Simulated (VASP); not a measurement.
A run of VASP 6.6.1:

Contents of INCAR:

```
  ALGO = Normal
  EDIFF = 1E-6
  ENCUT = 520
  GGA = PE
  ISIF = 2
  ISMEAR = 0
  ISPIN = 2
  LASPH = T
  LCHARG = F
  LMAXMIX = 4
  LORBIT = 11
  LREAL = F
  LWAVE = F
  MAGMOM = 0 0.88 0 0 0
  NBANDS = 33
  NELM = 150
  PREC = Accurate
  SIGMA = 0.1
```

Contents of KPOINTS:

```
k-points
0
Gamma
  8 8 8
```

Contents of POSCAR:

```
AgPdCl3
1.0
    5.0004157003      0.0000000000      0.0000000000
    0.0000000000      5.0004157003      0.0000000000
    0.0000000000      0.0000000000      5.0004157003
Ag Pd Cl
1 1 3
Direct
    0.5000000000      0.5000000000      0.5000000000
    0.0000000000      0.0000000000      0.0000000000
    0.0000000000      0.5000000000      0.5000000000
    0.5000000000      0.0000000000      0.5000000000
    0.5000000000      0.5000000000      0.0000000000
```

Potentials or basis: VASP PAW PBE potentials, release 64 (Ag, Pd, Cl).

Command:

```console
$ cat potpaw_PBE.64/Ag/POTCAR potpaw_PBE.64/Pd/POTCAR potpaw_PBE.64/Cl/POTCAR > POTCAR
$ mpirun -np 1 vasp_std > vasp.out
```

Hardware: 1 thread of Oxide Virtual Turin-like Processor (shared host).

Question: Estimate the wall time of this run.

Answer: It took 9.5 min on 1 thread of Oxide Virtual Turin-like Processor, on a shared host, peak memory 0.4 GiB. Counts: scf iterations 18, k points 35.
